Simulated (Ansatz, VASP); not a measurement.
**Two plane-wave programs on BN**

```
CELL_PARAMETERS angstrom
0.00000 -1.81239 -1.81239
-1.81239 0.00000 -1.81239
1.81239 1.81239 -3.62479
ATOMIC_POSITIONS crystal
B 0.98629 0.03079 0.00000
B 0.51371 0.46921 0.50000
N 0.36097 0.40651 0.87500
N 0.88903 0.84349 0.37500
```

Change from the starting cell: mode 4 frozen in at -0.068 Å and mode 5 at +0.017 Å (largest displacements).

Alike in both runs: task single point; functional PBE; k mesh 6 × 6 × 6; occupations gaussian, width 0.05 eV; no spin polarisation.

```csv
,VASP,Ansatz
version,VASP 6.6.1,Ansatz 0.2.0
potentials or method,"VASP PAW PBE potentials, release 64 (B, N), cutoff 520 eV","scalar-relativistic, plane waves, PAW"
valence electrons in the cell,16,16
```

Ansatz gave:

| Quantity | Value |
| --- | --- |
| gap on the k mesh at the Fermi level (eV) | 4.37 |
| least direct gap on the mesh (eV) | 6.31 |
| pressure (GPa) | -0.1 |
| traceless stress, the component that is largest in VASP (GPa) | -1.11 |
| rms of the force components (eV/Å) | 0.430 |

Q: What did VASP give for the same quantities?

A: gap on the k mesh at the Fermi level (eV): 4.36; least direct gap on the mesh (eV): 6.30; pressure (GPa): 0.1; traceless stress, the component that is largest in VASP (GPa): -1.11; rms of the force components (eV/Å): 0.430.

Atom by atom the forces differ by 0.000 eV/Å (rms over components).

The k mesh is coarse, so the values compare programs but aren't converged.
